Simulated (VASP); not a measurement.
# Al3FeCo2 (P-3m1) in VASP: further runs

Runs on Al3FeCo2. Level: PBE. Tasks: relaxation of shape and atoms at fixed volume.

Program: VASP 6.6.1. These are calculated values, not measurements. Logs are shortened: lines on timing, memory, paths and dates and some standing lists are left out, and cuts for length are marked.

## (1) The cell of the first run

Symmetry: P-3m1, No. 164, trigonal system. The conventional cell has a = 3.957 Å, b = 3.957 Å, c = 4.843 Å, α = 90.00°, β = 90.00°, γ = 120.00°. Al (site symmetry -3m) has 6 Co at 2.42 Å and 2 Fe at 2.42 Å and 6 Al at 2.80 Å within 3.2 Å. Al (site symmetry 3m) has 5 Co at 2.42 to 2.43 Å and 3 Fe at 2.42 Å and 6 Al at 2.79 to 2.80 Å within 3.2 Å. Within 3.2 Å of Fe (site symmetry -3m) lie 8 Al at 2.42 Å and 6 Co at 2.80 Å. Co (site symmetry 3m) has 8 Al at 2.42 to 2.43 Å and 3 Co at 2.79 Å and 3 Fe at 2.80 Å within 3.2 Å.

## (2) Relaxation of shape and atoms at fixed volume, PBE (10.94 Å³/atom)

File INCAR:

```
  ALGO = Fast
  EDIFF = 1E-6
  EDIFFG = -0.01
  ENCUT = 600
  GGA = PE
  IBRION = 2
  ISIF = 4
  ISMEAR = 0
  LASPH = T
  LCHARG = F
  LREAL = F
  LWAVE = F
  NELM = 100
  NSW = 50
  PREC = Accurate
  SIGMA = 0.1
```

File KPOINTS:

```
k-points
0
Gamma
  12 12 8
```

File POSCAR:

```
Al3FeCo2
1.0
    3.9566519156      0.0000000000      0.0000000000
   -1.9783259578      3.4265610729      0.0000000000
    0.0000000000      0.0000000000      4.8430462541
Al Fe Co
3 1 2
Direct
    0.0000000000      0.0000000000      0.0000000000
    0.6666666667      0.3333333333      0.3343567781
    0.3333333333      0.6666666667      0.6656432219
    0.0000000000      0.0000000000      0.5000000000
    0.3333333333      0.6666666667      0.1654328475
    0.6666666667      0.3333333333      0.8345671525
```

Potentials or basis: VASP PAW PBE potentials, release 64 (Al, Fe, Co).

Started as:

```sh
$ cat potpaw_PBE.64/Al/POTCAR potpaw_PBE.64/Fe/POTCAR potpaw_PBE.64/Co/POTCAR > POTCAR
$ mpirun -np 1 vasp_std > vasp.out
```

OUTCAR:

```text
EDIFF = 1E-6
   EDIFFG = -0.01
   ENCUT = 600
   GGA = PE
   IBRION = 2
   ISIF = 4
   ISMEAR = 0
   LASPH = T
   LREAL = F
   NELM = 100
   NSW = 50
   PREC = Accurate

 ion  position               nearest neighbor table
   1  0.000  0.000  0.000-   5 2.42   6 2.42   6 2.42   5 2.42   6 2.42   5 2.42   4 2.42   4 2.42
                             2 2.80   3 2.80   3 2.80   2 2.80   2 2.80   3 2.80
   2  0.667  0.333  0.334-   6 2.42   4 2.42   4 2.42   4 2.42   6 2.42   5 2.43   5 2.43   5 2.43
                             3 2.79   3 2.79   3 2.79   1 2.80   1 2.80   1 2.80
   3  0.333  0.667  0.666-   5 2.42   4 2.42   4 2.42   4 2.42   5 2.42   6 2.43   6 2.43   6 2.43
                             2 2.79   2 2.79   2 2.79   1 2.80   1 2.80   1 2.80
   4  0.000  0.000  0.500-   2 2.42   3 2.42   2 2.42   3 2.42   2 2.42   3 2.42   1 2.42   1 2.42
                             6 2.80   5 2.80   6 2.80   5 2.80   5 2.80   6 2.80
   5  0.333  0.667  0.165-   3 2.42   1 2.42   1 2.42   1 2.42   3 2.42   2 2.43   2 2.43   2 2.43
                             6 2.79   6 2.79   6 2.79   4 2.80   4 2.80   4 2.80
   6  0.667  0.333  0.835-   2 2.42   1 2.42   1 2.42   1 2.42   2 2.42   3 2.43   3 2.43   3 2.43
                             5 2.79   5 2.79   5 2.79   4 2.80   4 2.80   4 2.80

  LATTYP: Found a hexagonal cell.
 ALAT       =     3.9566519156
 C/A-ratio  =     1.2240263630

  Lattice vectors:

 A1 = (   3.9566519156,   0.0000000000,   0.0000000000)
 A2 = (  -1.9783259578,   3.4265610729,   0.0000000000)
 A3 = (   0.0000000000,   0.0000000000,   4.8430462541)

Analysis of symmetry for initial positions (statically):
=====================================================================
 Subroutine PRICEL returns:
 Original cell was already a primitive cell.

 Routine SETGRP: Setting up the symmetry group for a
 hexagonal supercell.

 Subroutine GETGRP returns: Found 12 space group operations
 (whereof 12 operations were pure point group operations)
 out of a pool of 24 trial point group operations.

The static configuration has the point symmetry D_3d.

Analysis of symmetry for dynamics (positions and initial velocities):
=====================================================================
 Subroutine PRICEL returns:
 Original cell was already a primitive cell.

 Routine SETGRP: Setting up the symmetry group for a
 hexagonal supercell.

 Subroutine GETGRP returns: Found 12 space group operations
 (whereof 12 operations were pure point group operations)
 out of a pool of 24 trial point group operations.

[... 177 lines left out ...]
     0.000000000  0.000000000  4.843046254     0.000000000  0.000000000  0.206481613

 POSITION                                       TOTAL-FORCE (eV/Angst)
 -----------------------------------------------------------------------------------
      0.00000      0.00000      0.00000        -0.000000      0.000000      0.000000
      1.97833      1.14219      1.61931         0.000000      0.000000     -0.005947
     -0.00000      2.28437      3.22374         0.000000      0.000000      0.005947
      0.00000      0.00000      2.42152        -0.000000      0.000000      0.000000
     -0.00000      2.28437      0.80120        -0.000000     -0.000000     -0.021169
      1.97833      1.14219      4.04185         0.000000      0.000000      0.021169
 -----------------------------------------------------------------------------------
    total drift:                               -0.000000      0.000000     -0.000000

  FREE ENERGIE OF THE ION-ELECTRON SYSTEM (eV)
  ---------------------------------------------------
  free  energy   TOTEN  =       -36.5727296996 eV

  energy  without entropy=      -36.5615148738  energy(sigma->0) =      -36.56712229

--------------------------------------- Ionic step        2  -------------------------------------------

 number of electron      34.9999997 magnetization

 Free energy of the ion-electron system (eV)
  ---------------------------------------------------
  ext. energy  EPLUGINS =         0.00000000
  ---------------------------------------------------
  free energy    TOTEN  =       -36.57275437 eV

  energy without entropy =      -36.56155687  energy(sigma->0) =      -36.56715562

 E-fermi :  10.2301     XC(G=0): -12.5382

 val. band max:       10.2240603602   @ k =   0.0833  -0.0000   0.2500
 cond. band min:      10.2303957448   @ k =   0.1667   0.1667   0.2500
 fundamental gap:      0.0063353846
 Fermi energy:        10.2301306573

 k-point     1 :       0.0000    0.0000    0.0000
  band No.  band energies     occupation
      1      -0.7377      2.00000
      2       4.7215      2.00000
      3       4.7279      2.00000
      4       7.1017      2.00000
      5       7.1017      2.00000
      6       7.2523      2.00000
[... 565 lines left out ...]
     20      11.8100      0.00000
     21      14.0529      0.00000

 [... further k-points ...]

------------------------ aborting loop because EDIFF is reached ----------------------------------------

  FORCE on cell =-STRESS in cart. coord.  units (eV):
  Direction    XX          YY          ZZ          XY          YZ          ZX
  --------------------------------------------------------------------------------------
  -------------------------------------------------------------------------------------
  Total        5.1285756      5.1285756      5.1306204      0.0000000      0.0000000      0.0000000
  in kB      125.1418022    125.1418022    125.1916978      0.0000000      0.0000000      0.0000000
  external PRESSURE =     125.1584341 kB  Pullay stress =       0.0000000 kB

 VOLUME and BASIS-vectors are now :
 -----------------------------------------------------------------------------
  energy-cutoff  :      600.00
  volume of cell :       65.66
      direct lattice vectors                 reciprocal lattice vectors
     3.956621470  0.000000000  0.000000000     0.252740882  0.145920016  0.000000000
    -1.978310735  3.426534706  0.000000000     0.000000000  0.291840032  0.000000000
    -0.000000000  0.000000000  4.843120787     0.000000000  0.000000000  0.206478435

 POSITION                                       TOTAL-FORCE (eV/Angst)
 -----------------------------------------------------------------------------------
      3.95662      0.00000      0.00000        -0.000000      0.000000      0.000000
      1.97831      1.14218      1.61904        -0.000000     -0.000000      0.003584
     -0.00000      2.28436      3.22408         0.000000      0.000000     -0.003584
      3.95662      0.00000      2.42156         0.000000      0.000000      0.000000
     -0.00000      2.28436      0.80019         0.000000     -0.000000     -0.000256
      1.97831      1.14218      4.04293        -0.000000      0.000000      0.000256
 -----------------------------------------------------------------------------------
    total drift:                                0.000000      0.000000      0.000000

  FREE ENERGIE OF THE ION-ELECTRON SYSTEM (eV)
  ---------------------------------------------------
  free  energy   TOTEN  =       -36.5727543656 eV

  energy  without entropy=      -36.5615568733  energy(sigma->0) =      -36.56715562

 reached required accuracy - stopping structural energy minimisation
```

Wall time 9.5 min (1 thread of Intel Xeon 8259CL, shared host); peak memory 0.39 GiB.

What came out:

```yaml
Free_energy: -36.5728 eV
Energy_gained_by_relaxing: 0.0 meV/atom
Ionic_steps: 2
Pressure_after_relaxing: 12.5 GPa
Largest_force_after_relaxing: 0.004 eV/Å
Band_gap_on_the_k_mesh: zero (an odd number of electrons rules out a gap without spin polarisation)
```

Forces in eV/Å, atoms in the order of the input:
```
Al   0.000  0.000  0.000
Al   0.000  0.000  0.004
Al   0.000  0.000 -0.004
Fe   0.000  0.000  0.000
Co   0.000  0.000  0.000
Co   0.000  0.000  0.000
```

Final structure:
```
CELL_PARAMETERS angstrom
3.95662 0.00000 0.00000
-1.97831 3.42653 0.00000
0.00000 0.00000 4.84312
ATOMIC_POSITIONS crystal
Al 0.00000 0.00000 0.00000
Al 0.66667 0.33333 0.33430
Al 0.33333 0.66667 0.66570
Fe 0.00000 0.00000 0.50000
Co 0.33333 0.66667 0.16522
Co 0.66667 0.33333 0.83478
```

Levels at points of the mesh, in eV from the Fermi level:
| k point | band 16 | band 17 | band 18 | band 19 | band 20 | band 21 |
| --- | --- | --- | --- | --- | --- | --- |
| (0.00, 0.00, 0.00) | -0.23 | -0.23 | -0.17 | 3.32 | 3.32 | 3.56 |
| (0.50, 0.00, 0.00) | -0.88 | -0.68 | -0.52 | 0.46 | 1.67 | 2.06 |
| (0.00, 0.00, 0.50) | 0.48 | 0.48 | 2.92 | 2.92 | 2.93 | 4.34 |
| (0.50, 0.00, 0.50) | -0.71 | -0.55 | -0.12 | 0.93 | 1.77 | 2.13 |

Caveat: the run has no spin polarisation, though such a crystal can be magnetic. Spin polarisation is off, so any magnetic state and its effect on volume and gap are missing.

## (3) Relaxation of shape and atoms at fixed volume, PBE (11.29 Å³/atom)

This run uses another cell than the first one, of 11.29 Å³/atom.

File INCAR:

```
PREC     = Accurate       # precision mode
ENCUT    = 600            # plane-wave cutoff, eV
EDIFF    = 1E-7           # SCF threshold, eV
ISMEAR   = 0              # smearing method
SIGMA    = 0.1            # smearing width, eV
LREAL    = F              # projectors in reciprocal space
LASPH    = T              # aspherical terms in the spheres
NELM     = 100            # most SCF steps
ALGO     = Fast           # electronic algorithm
ISIF     = 4              # what is computed and relaxed
LWAVE    = F              # write WAVECAR
LCHARG   = F              # write CHGCAR
GGA      = PE             # functional
IBRION   = 2              # ionic algorithm
NSW      = 50             # ionic steps
EDIFFG   = -0.01          # ionic threshold
```

File KPOINTS:

```
Automatic mesh
0
Gamma
  12 12 8
```

POSCAR: that of step 2 with these lines changed.

```diff
@@ -2,5 +2,5 @@
 1.0
-    3.9566519156      0.0000000000      0.0000000000
-   -1.9783259578      3.4265610729      0.0000000000
-    0.0000000000      0.0000000000      4.8430462541
+    3.9983039440      0.0000000000      0.0000000000
+   -1.9991519720      3.4626327876      0.0000000000
+    0.0000000000      0.0000000000      4.8940294349
 Al Fe Co
```

Potentials or basis: VASP PAW PBE potentials, release 64 (Al, Fe, Co).

Started as:

```sh
$ cat potpaw_PBE.64/Al/POTCAR potpaw_PBE.64/Fe/POTCAR potpaw_PBE.64/Co/POTCAR > POTCAR
$ mpirun -np 1 vasp_std > vasp.out
```

OUTCAR:

```text
PREC = Accurate
   ENCUT = 600
   EDIFF = 1E-7
   ISMEAR = 0
   LREAL = F
   LASPH = T
   NELM = 100
   ISIF = 4
   GGA = PE
   IBRION = 2
   NSW = 50
   EDIFFG = -0.01

 ion  position               nearest neighbor table
   1  0.000  0.000  0.000-   5 2.45   6 2.45   6 2.45   5 2.45   6 2.45   5 2.45   4 2.45   4 2.45
                             2 2.83   3 2.83   3 2.83   2 2.83   2 2.83   3 2.83
   2  0.667  0.333  0.334-   6 2.45   4 2.45   4 2.45   4 2.45   6 2.45   5 2.45   5 2.45   5 2.45
                             3 2.82   3 2.82   3 2.82   1 2.83   1 2.83   1 2.83
   3  0.333  0.667  0.666-   5 2.45   4 2.45   4 2.45   4 2.45   5 2.45   6 2.45   6 2.45   6 2.45
                             2 2.82   2 2.82   2 2.82   1 2.83   1 2.83   1 2.83
   4  0.000  0.000  0.500-   2 2.45   3 2.45   2 2.45   3 2.45   2 2.45   3 2.45   1 2.45   1 2.45
                             6 2.83   5 2.83   6 2.83   5 2.83   5 2.83   6 2.83
   5  0.333  0.667  0.165-   3 2.45   1 2.45   1 2.45   1 2.45   3 2.45   2 2.45   2 2.45   2 2.45
                             6 2.82   6 2.82   6 2.82   4 2.83   4 2.83   4 2.83
   6  0.667  0.333  0.835-   2 2.45   1 2.45   1 2.45   1 2.45   2 2.45   3 2.45   3 2.45   3 2.45
                             5 2.82   5 2.82   5 2.82   4 2.83   4 2.83   4 2.83

  LATTYP: Found a hexagonal cell.
 ALAT       =     3.9983039440
 C/A-ratio  =     1.2240263630

  Lattice vectors:

 A1 = (   3.9983039440,   0.0000000000,   0.0000000000)
 A2 = (  -1.9991519720,   3.4626327876,   0.0000000000)
 A3 = (   0.0000000000,   0.0000000000,   4.8940294349)

Analysis of symmetry for initial positions (statically):
=====================================================================
 Subroutine PRICEL returns:
 Original cell was already a primitive cell.

 Routine SETGRP: Setting up the symmetry group for a
 hexagonal supercell.

 Subroutine GETGRP returns: Found 12 space group operations
 (whereof 12 operations were pure point group operations)
 out of a pool of 24 trial point group operations.

[... 202 lines left out ...]
    total drift:                               -0.000000      0.000000     -0.000000

  FREE ENERGIE OF THE ION-ELECTRON SYSTEM (eV)
  ---------------------------------------------------
  free  energy   TOTEN  =       -36.6919550378 eV

  energy  without entropy=      -36.6803078797  energy(sigma->0) =      -36.68613146

--------------------------------------- Ionic step        2  -------------------------------------------

 number of electron      34.9999992 magnetization

 Free energy of the ion-electron system (eV)
  ---------------------------------------------------
  ext. energy  EPLUGINS =         0.00000000
  ---------------------------------------------------
  free energy    TOTEN  =       -36.69196236 eV

  energy without entropy =      -36.68032514  energy(sigma->0) =      -36.68614375

 E-fermi :   9.8374     XC(G=0): -12.3840

 val. band max:        9.8365034801   @ k =   0.1667   0.1667   0.2500
 cond. band min:       9.8417870903   @ k =   0.2500   0.2500   0.5000
 fundamental gap:      0.0052836102
 Fermi energy:         9.8374421122

 k-point     1 :       0.0000    0.0000    0.0000
  band No.  band energies     occupation
      1      -0.9388      2.00000
      2       4.4327      2.00000
      3       4.4407      2.00000
      4       6.8197      2.00000
      5       6.8197      2.00000
      6       6.9618      2.00000
[... 565 lines left out ...]
     20      11.3431      0.00000
     21      13.5275      0.00000

 [... further k-points ...]

------------------------ aborting loop because EDIFF is reached ----------------------------------------

  FORCE on cell =-STRESS in cart. coord.  units (eV):
  Direction    XX          YY          ZZ          XY          YZ          ZX
  --------------------------------------------------------------------------------------
  -------------------------------------------------------------------------------------
  Total        2.4257056      2.4257056      2.4264766      0.0000000      0.0000000      0.0000000
  in kB       57.3587723     57.3587723     57.3770050      0.0000000      0.0000000      0.0000000
  external PRESSURE =      57.3648499 kB  Pullay stress =       0.0000000 kB

 VOLUME and BASIS-vectors are now :
 -----------------------------------------------------------------------------
  energy-cutoff  :      600.00
  volume of cell :       67.76
      direct lattice vectors                 reciprocal lattice vectors
     3.998302373  0.000000000  0.000000000     0.250106147  0.144398851  0.000000000
    -1.999151186  3.462631427 -0.000000000     0.000000000  0.288797702  0.000000000
     0.000000000  0.000000000  4.894033282     0.000000000  0.000000000  0.204330445

 POSITION                                       TOTAL-FORCE (eV/Angst)
 -----------------------------------------------------------------------------------
      0.00000      0.00000      0.00000         0.000000      0.000000      0.000000
      1.99915      1.15421      1.63623         0.000000     -0.000000      0.001663
     -0.00000      2.30842      3.25780        -0.000000      0.000000     -0.001663
      0.00000      0.00000      2.44702         0.000000      0.000000      0.000000
     -0.00000      2.30842      0.80910        -0.000000     -0.000000     -0.001641
      1.99915      1.15421      4.08493        -0.000000      0.000000      0.001641
 -----------------------------------------------------------------------------------
    total drift:                               -0.000000      0.000000      0.000000

  FREE ENERGIE OF THE ION-ELECTRON SYSTEM (eV)
  ---------------------------------------------------
  free  energy   TOTEN  =       -36.6919623570 eV

  energy  without entropy=      -36.6803251390  energy(sigma->0) =      -36.68614375

 reached required accuracy - stopping structural energy minimisation
```

OSZICAR:

```text
N       E                     dE             d eps       ncg     rms          rms(c)
DAV:   1     0.229926807228E+03    0.22993E+03   -0.15906E+04  5502   0.200E+03
DAV:   2    -0.235845542806E+02   -0.25351E+03   -0.24705E+03  5502   0.395E+02
DAV:   3    -0.411339123931E+02   -0.17549E+02   -0.16651E+02  7057   0.120E+02
[... 22 lines left out ...]
RMM:   2    -0.366919709109E+02   -0.91542E-05   -0.37165E-05  5619   0.741E-02    0.352E-02
RMM:   3    -0.366919622337E+02    0.86772E-05   -0.16775E-05  5504   0.587E-02    0.435E-03
RMM:   4    -0.366919623728E+02   -0.13918E-06   -0.55436E-06  5915   0.190E-02    0.289E-03
RMM:   5    -0.366919623746E+02   -0.17280E-08   -0.11891E-06  5353   0.151E-02    0.182E-03
RMM:   6    -0.366919623570E+02    0.17545E-07   -0.33533E-07  3629   0.781E-03
   2 F= -.36691962E+02 E0= -.36686144E+02  d E =-.731927E-05
```

CONTCAR:

```text
Al3FeCo2
   1.00000000000000
     3.9983023725871578    0.0000000000000000    0.0000000000000000
    -1.9991511862935789    3.4626314267183003   -0.0000000000000000
     0.0000000000000000    0.0000000000000000    4.8940332818012999
  Al              Fe              Co
     3     1     2
Direct
     0.0000000000000000    0.0000000000000000    0.0000000000000000
     0.6666666667000030    0.3333333332999970    0.3343315185782919
     0.3333333332999970    0.6666666667000030    0.6656684814217081
     0.0000000000000000    0.0000000000000000    0.5000000000000000
     0.3333333332999970    0.6666666667000030    0.1653234789144220
     0.6666666667000030    0.3333333332999970    0.8346765210855780

  0.00000000E+00  0.00000000E+00  0.00000000E+00
  0.00000000E+00  0.00000000E+00  0.00000000E+00
  0.00000000E+00  0.00000000E+00  0.00000000E+00
  0.00000000E+00  0.00000000E+00  0.00000000E+00
  0.00000000E+00  0.00000000E+00  0.00000000E+00
  0.00000000E+00  0.00000000E+00  0.00000000E+00
```

Run time: 12 min. Hardware: 1 thread of Intel Xeon 8259CL, shared host; peak memory 0.4 GiB.

Results:

* Free energy: -36.6920 eV
* Energy gained by relaxing: 0.0 meV/atom
* Ionic steps: 2
* Pressure after relaxing: 5.7 GPa
* Band gap on the k mesh: zero (an odd number of electrons rules out a gap without spin polarisation)

Final structure:
```
Al Fe Co
1.0
     3.99830    0.00000    0.00000
    -1.99915    3.46263    0.00000
     0.00000    0.00000    4.89403
Al Fe Co
3 1 2
Direct
  0.00000 0.00000 0.00000
  0.66667 0.33333 0.33433
  0.33333 0.66667 0.66567
  0.00000 0.00000 0.50000
  0.33333 0.66667 0.16532
  0.66667 0.33333 0.83468
```

Caveat: the run has no spin polarisation, though such a crystal can be magnetic.
